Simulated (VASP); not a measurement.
# AlNi (Pm) in VASP: single point with PBEsol

Aim: the single point of AlNi with PBEsol.

Everything below comes from runs of VASP 6.6.1. Logs are shortened: lines on timing, memory, paths and dates and some standing lists are left out, and cuts for length are marked.

**1. The cell of the first run**

Symmetry: Pm, No. 6, monoclinic system. The conventional cell has a = 2.862 Å, b = 2.862 Å, c = 2.862 Å, α = 90.00°, β = 90.00°, γ = 90.00°. Within 3.1 Å of Al (site symmetry m) lie 8 Ni at 2.37 to 2.59 Å and 6 Al at 2.86 Å. Ni (site symmetry m) has 8 Al at 2.37 to 2.59 Å and 6 Ni at 2.86 Å within 3.1 Å.

**2. Single point, PBEsol (atoms displaced along several vibrational modes)**

Contents of INCAR:

```
PREC     = Accurate       # precision mode
ENCUT    = 520            # plane-wave cutoff, eV
EDIFF    = 1E-6           # SCF threshold, eV
ISMEAR   = 0              # smearing method
SIGMA    = 0.15           # smearing width, eV
LREAL    = False          # projectors in reciprocal space
LASPH    = True           # aspherical terms in the spheres
NELM     = 100            # most SCF steps
ALGO     = Fast           # electronic algorithm
ISIF     = 2              # what is computed and relaxed
LWAVE    = False          # write WAVECAR
LCHARG   = False          # write CHGCAR
GGA      = PS             # functional
NBANDS   = 14             # bands
```

Contents of KPOINTS:

```
Automatic mesh
0
Gamma
  16 16 16
```

Contents of POSCAR:

```
AlNi
1.0
    2.8618233745      0.0000000000      0.0000000000
    0.0000000000      2.8618233745      0.0000000000
    0.0000000000      0.0000000000      2.8618233745
Al Ni
1 1
Direct
   -0.0331956196     -0.0132782478      0.0000000000
    0.5152601295      0.5061040518      0.5000000000
```

Potentials or basis: VASP PAW PBE potentials, release 64 (Al, Ni).

The run is started by

```bash
$ cat potpaw_PBE.64/Al/POTCAR potpaw_PBE.64/Ni/POTCAR > POTCAR
$ mpirun -np 1 vasp_std > vasp.out
```

OUTCAR:

```text
PREC = Accurate
   ENCUT = 520
   EDIFF = 1E-6
   ISMEAR = 0
   LREAL = False
   LASPH = True
   NELM = 100
   ISIF = 2
   GGA = PS

 ion  position               nearest neighbor table
   1  0.967  0.987  0.000-   2 2.37   2 2.37   2 2.43   2 2.43   2 2.53   2 2.53   2 2.59   2 2.59

   2  0.515  0.506  0.500-   1 2.37   1 2.37   1 2.43   1 2.43   1 2.53   1 2.53   1 2.59   1 2.59

  LATTYP: Found a simple cubic cell.
 ALAT       =     2.8618233745

  Lattice vectors:

 A1 = (   2.8618233745,   0.0000000000,   0.0000000000)
 A2 = (   0.0000000000,   2.8618233745,   0.0000000000)
 A3 = (   0.0000000000,   0.0000000000,   2.8618233745)

Analysis of symmetry for initial positions (statically):
=====================================================================
 Subroutine PRICEL returns:
 Original cell was already a primitive cell.

 Routine SETGRP: Setting up the symmetry group for a
 simple cubic supercell.

 Subroutine GETGRP returns: Found  2 space group operations
 (whereof  2 operations were pure point group operations)
 out of a pool of 48 trial point group operations.

The static configuration has the point symmetry C_1h.

Analysis of symmetry for dynamics (positions and initial velocities):
=====================================================================
 Subroutine PRICEL returns:
 Original cell was already a primitive cell.

 Routine SETGRP: Setting up the symmetry group for a
 simple cubic supercell.

 Subroutine GETGRP returns: Found  2 space group operations
 (whereof  2 operations were pure point group operations)
 out of a pool of 48 trial point group operations.

The dynamic configuration has the point symmetry C_1h.

 Subroutine INISYM returns: Found  2 space group operations
 (whereof  2 operations are pure point group operations),
 and found     1 'primitive' translations

----------------------------------------------------------------------------------------

                                     Primitive cell

  volume of cell :      23.4384

  direct lattice vectors                    reciprocal lattice vectors
     2.861823375  0.000000000  0.000000000     0.349427574  0.000000000  0.000000000
     0.000000000  2.861823375  0.000000000     0.000000000  0.349427574  0.000000000
     0.000000000  0.000000000  2.861823375     0.000000000  0.000000000  0.349427574

  length of vectors
     2.861823375  2.861823375  2.861823375     0.349427574  0.349427574  0.349427574

  position of ions in fractional coordinates (direct lattice)
     0.966804380  0.986721752  0.000000000
     0.515260129  0.506104052  0.500000000

  ion indices of the primitive-cell ions
   primitive index   ion index
                 1           1
                 2           2

----------------------------------------------------------------------------------------

 KPOINTS: Automatic mesh

Automatic generation of k-mesh.
 Grid dimensions read from file:
 generate k-points for:   16   16   16

 Generating k-lattice:

  Cartesian coordinates                     Fractional coordinates (reciprocal lattice)
     0.021839223  0.000000000  0.000000000     0.062500000  0.000000000  0.000000000
     0.000000000  0.021839223  0.000000000     0.000000000  0.062500000  0.000000000
     0.000000000  0.000000000  0.021839223     0.000000000  0.000000000  0.062500000

  Length of vectors
     0.021839223  0.021839223  0.021839223

  Shift w.r.t. Gamma in fractional coordinates (k-lattice)
     0.000000000  0.000000000  0.000000000

 Subroutine IBZKPT returns following result:
 ===========================================

 Found   1170 irreducible k-points:

 Following reciprocal coordinates:
            Coordinates               Weight
  0.000000  0.000000  0.000000      1.000000
  0.062500  0.000000  0.000000      2.000000
  0.000000  0.062500  0.000000      2.000000
  0.000000  0.000000  0.062500      2.000000
  0.125000  0.000000  0.000000      2.000000
  0.000000  0.125000  0.000000      2.000000
[... 16 lines left out ...]
  0.500000  0.000000  0.000000      1.000000
  0.000000  0.500000  0.000000      1.000000
 [... further k-points ...]
   k-points           NKPTS =   1170   k-points in BZ     NKDIM =   1170   number of bands    NBANDS=     14
   number of dos      NEDOS =    301   number of ions     NIONS =      2
   total plane-waves  NPLWV =  13824
   dimension x,y,z NGX =    24 NGY =   24 NGZ =   24
   dimension x,y,z NGXF=    48 NGYF=   48 NGZF=   48
   ions per type =               1   1
   NGX,Y,Z   is equivalent  to a cutoff of  13.94, 13.94, 13.94 a.u.
   NGXF,Y,Z  is equivalent  to a cutoff of  27.88, 27.88, 27.88 a.u.
 SYSTEM =  unknown system
   PREC   = accura    normal or accurate (medium, high low for compatibility)
   ISTART =      0    job   : 0-new  1-cont  2-samecut
   ICHARG =      2    charge: 1-file 2-atom 10-const
   ISPIN  =      1    spin polarized calculation?
   LNONCOLLINEAR =      F non collinear calculations
   LSORBIT =      F    spin-orbit coupling
   LASPH  =      T    aspherical Exc in radial PAW
   ENCUT  =  520.0 eV  38.22 Ry    6.18 a.u.   5.32  5.32  5.32*2*pi/ulx,y,z
   NELM   =    100;   NELMIN=  2; NELMDL= -5     # of ELM steps
   EDIFF  = 0.1E-05   stopping-criterion for ELM
   LREAL  =      F    real-space projection
[... 7 lines left out ...]
   TEBEG  =    0.0;   TEEND  =   0.0 temperature during run
   PSTRESS=    0.0 pullay stress
   NELECT =      13.0000    total number of electrons
   NUPDOWN=      -1.0000    fix difference up-down
   EMIN   =  10.00;   EMAX   =-10.00  energy-range for DOS
   EFERMI =   0.00;   METHOD = LEGACY
   ISMEAR =     0;   SIGMA  =   0.15  broadening in eV -4-tet -1-fermi 0-gaus
   EFERMI_NEDOS =   21; number of points for ismear=-14 and -15
   IALGO  =     68    algorithm
   IMIX   =      4    mixing-type and parameters
     AMIX     =   0.40;   BMIX     =  1.00
     AMIX_MAG =   1.60;   BMIX_MAG =  1.00
  volume/ion in A,a.u.               =      11.72        79.09
  Fermi-wavevector in a.u.,A,eV,Ry     =   1.345075  2.541823 24.616019  1.809226
  Thomas-Fermi vector in A             =   2.473017
   LORBIT       =      0    0 simple, 1 ext, 2 COOP (PROOUT), +10 PAW based schemes
   GGA     = PS    functional components
   LHFCALC =     F    Hartree Fock is set to
   AEXX    =    0.0000 exact exchange contribution
   IVDW    =     0    specifies the selected vdW correction
   LEPSILON=     F    determine dielectric tensor
   LRPA    =     F    only Hartree local field effects (RPA)
 non-spin polarized calculation
 RMM-DIIS sequential band-by-band and
 Gauss-broadening in eV      SIGMA  =   0.15
  energy-cutoff  :      520.00
  volume of cell :       23.44
 maximum number of plane-waves:       655
 NGX is ok and might be reduce to    24
   NGX = 11   NGY = 11   NGZ = 11

 number of electron      13.0000001 magnetization

 Free energy of the ion-electron system (eV)
  ---------------------------------------------------
  ext. energy  EPLUGINS =         0.00000000
  ---------------------------------------------------
  free energy    TOTEN  =       -11.52084290 eV

  energy without entropy =      -11.51239348  energy(sigma->0) =      -11.51661819

 E-fermi :  10.1573     XC(G=0): -12.2578

 val. band max:       10.1529073244   @ k =   0.3125   0.4375   0.5000
 cond. band min:      10.1581193248   @ k =  -0.2500   0.4375   0.4375
 fundamental gap:      0.0052120004
 Fermi energy:        10.1573426666

 k-point     1 :       0.0000    0.0000    0.0000
  band No.  band energies     occupation
      1      -1.1128      2.00000
      2       6.7937      2.00000
      3       6.8134      2.00000
      4       8.5402      2.00000
      5       8.5661      2.00000
      6       8.5688      2.00000
      7      15.7340      0.00000
      8      15.7508      0.00000
      9      15.7762      0.00000
     10      18.4010      0.00000
     11      18.4145      0.00000
     12      24.0944      0.00000
     13      31.0900      0.00000
     14      31.1381      0.00000

 k-point     2 :       0.0625    0.0000    0.0000
  band No.  band energies     occupation
      1      -1.0399      2.00000
      2       6.8079      2.00000
      3       6.8118      2.00000
      4       8.5249      2.00000
      5       8.5340      2.00000
      6       8.5554      2.00000
      7      14.9545      0.00000
      8      15.8469      0.00000
      9      15.8530      0.00000
     10      18.4050      0.00000
     11      19.1444      0.00000
     12      24.3384      0.00000
     13      30.3130      0.00000
     14      30.3208      0.00000

 k-point     3 :       0.0000    0.0625    0.0000
  band No.  band energies     occupation
      1      -1.0397      2.00000
      2       6.7929      2.00000
      3       6.8272      2.00000
      4       8.5104      2.00000
      5       8.5342      2.00000
      6       8.5694      2.00000
      7      14.9336      0.00000
      8      15.8475      0.00000
      9      15.8826      0.00000
     10      18.4140      0.00000
     11      19.1201      0.00000
     12      24.3442      0.00000
     13      30.3232      0.00000
     14      30.4000      0.00000
[... 324 lines left out ...]
 k-point    23 :       0.5000    0.0000    0.0000
  band No.  band energies     occupation
      1       3.0543      2.00000
      2       3.3867      2.00000
      3       7.2779      2.00000
      4       7.8432      2.00000
      5       7.8486      2.00000
      6       8.6366      2.00000
      7       9.5029      2.00000
      8      18.5354      0.00000
      9      20.1730      0.00000
     10      20.1846      0.00000
     11      21.3179      0.00000
     12      21.3411      0.00000
     13      24.5176      0.00000
     14      25.8707      0.00000

 k-point    24 :       0.0000    0.5000    0.0000
  band No.  band energies     occupation
      1       3.1439      2.00000
      2       3.3008      2.00000
      3       7.2918      2.00000
      4       7.8184      2.00000
      5       7.8504      2.00000
      6       8.6510      2.00000
      7       9.4844      2.00000
      8      18.5207      0.00000
      9      20.2488      0.00000
     10      20.3305      0.00000
     11      21.1401      0.00000
     12      21.2903      0.00000
     13      24.7796      0.00000
     14      25.6161      0.00000

 [... further k-points ...]

------------------------ aborting loop because EDIFF is reached ----------------------------------------

  FORCE on cell =-STRESS in cart. coord.  units (eV):
  Direction    XX          YY          ZZ          XY          YZ          ZX
  --------------------------------------------------------------------------------------
  -------------------------------------------------------------------------------------
  Total        0.1883511      0.3167875      0.3444502      0.1722251      0.0000000      0.0000000
  in kB       12.8750900     21.6545977     23.5455366     11.7727637      0.0000000      0.0000000
  external PRESSURE =      19.3584081 kB  Pullay stress =       0.0000000 kB

 VOLUME and BASIS-vectors are now :
 -----------------------------------------------------------------------------
  energy-cutoff  :      520.00
  volume of cell :       23.44
      direct lattice vectors                 reciprocal lattice vectors
     2.861823375  0.000000000  0.000000000     0.349427574  0.000000000  0.000000000
     0.000000000  2.861823375  0.000000000     0.000000000  0.349427574  0.000000000
     0.000000000  0.000000000  2.861823375     0.000000000  0.000000000  0.349427574

 POSITION                                       TOTAL-FORCE (eV/Angst)
 -----------------------------------------------------------------------------------
      2.76682      2.82382      0.00000         0.876863      0.369692      0.000000
      1.47458      1.44838      1.43091        -0.876863     -0.369692      0.000000
 -----------------------------------------------------------------------------------
    total drift:                                0.000636     -0.000158     -0.000000

  FREE ENERGIE OF THE ION-ELECTRON SYSTEM (eV)
  ---------------------------------------------------
  free  energy   TOTEN  =       -11.5208429006 eV

  energy  without entropy=      -11.5123934797  energy(sigma->0) =      -11.51661819
```

Run time: 2.9 min. Hardware: 1 thread of Intel Xeon 6975P-C (Granite Rapids), shared host; peak memory 0.48 GiB.

What came out:

| Item | Value |
| --- | --- |
| Free energy | -11.5208 eV |
| Pressure | 1.9 GPa |
| Largest force | 0.952 eV/Å |
| Band gap on the k mesh | zero (an odd number of electrons rules out a gap without spin polarisation) |

Forces on the atoms (eV/Å):
```
Al   0.877  0.370  0.000
Ni  -0.877 -0.370  0.000
```

Levels at points of the mesh, in eV from the Fermi level:
| k point | band 5 | band 6 | band 7 | band 8 | band 9 | band 10 |
| --- | --- | --- | --- | --- | --- | --- |
| (0.00, 0.00, 0.00) | -1.59 | -1.59 | 5.58 | 5.59 | 5.62 | 8.24 |
| (0.50, 0.00, 0.00) | -2.31 | -1.52 | -0.65 | 8.38 | 10.02 | 10.03 |
| (0.00, 0.50, 0.00) | -2.31 | -1.51 | -0.67 | 8.36 | 10.09 | 10.17 |
| (0.00, 0.00, 0.50) | -2.31 | -1.50 | -0.68 | 8.36 | 10.12 | 10.19 |
| (0.50, 0.50, 0.00) | -2.17 | -2.14 | -1.05 | 1.50 | 2.57 | 12.55 |
| (0.00, 0.50, 0.50) | -2.09 | -2.08 | -1.06 | 1.48 | 2.58 | 12.60 |
| (0.50, 0.00, 0.50) | -2.16 | -2.13 | -1.05 | 1.50 | 2.57 | 12.56 |
| (0.50, 0.50, 0.50) | -1.02 | 1.91 | 1.92 | 1.99 | 3.67 | 4.60 |

Caveat: the cell differs from its parent crystal (atoms displaced along several vibrational modes); the PAW data sets were made with another functional, which shifts forces and pressure a little. Spin polarisation is off, so any magnetic state and its effect on volume and gap are missing.
